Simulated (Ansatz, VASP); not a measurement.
# One calculation of MgO, two programs

```xyz
4
Lattice="3.2324 0.0000 0.0000 -1.6162 2.7993 0.0000 0.0000 0.0000 4.9935" Properties=species:S:1:pos:R:3 pbc="T T T"
Mg    0.0000    1.8829    0.0316
Mg    1.6162    0.9498    2.5283
O     0.0000    1.8409    1.9888
O     1.6162    0.9078    4.4856
```

Change from the starting cell: mode 11 frozen in at -0.026 Å, equal normal strain along x, y and z -0.0250.

Alike in both runs: task single point; functional PBE; k mesh 9 × 9 × 6; occupations gaussian, width 0.05 eV; no spin polarisation.

```csv
,VASP,Ansatz
version,VASP 6.6.1,Ansatz 0.2.0
potentials or method,"VASP PAW PBE potentials, release 64 (Mg, O), cutoff 520 eV","scalar-relativistic, plane waves, PAW"
valence electrons in the cell,16,32
```

Ansatz gave:

* gap on the k mesh at the Fermi level (eV): 3.83
* least direct gap on the mesh (eV): 3.83
* pressure (GPa): 10.3
* traceless stress, the component that is largest in VASP (GPa): -1.56
* rms of the force components (eV/Å): 0.278

Task: Which values does VASP return?

Result: gap on the k mesh at the Fermi level (eV): 3.81; least direct gap on the mesh (eV): 3.81; pressure (GPa): 10.0; traceless stress, the component that is largest in VASP (GPa): -1.59; rms of the force components (eV/Å): 0.282.

Atom by atom the forces differ by 0.004 eV/Å (rms over components). With one functional, cell and mesh, what is left measures potentials, basis and numerics. VASP's potentials hold 16 valence electrons a cell and Ansatz's 32, so a difference there can come from the potentials and not from the codes.
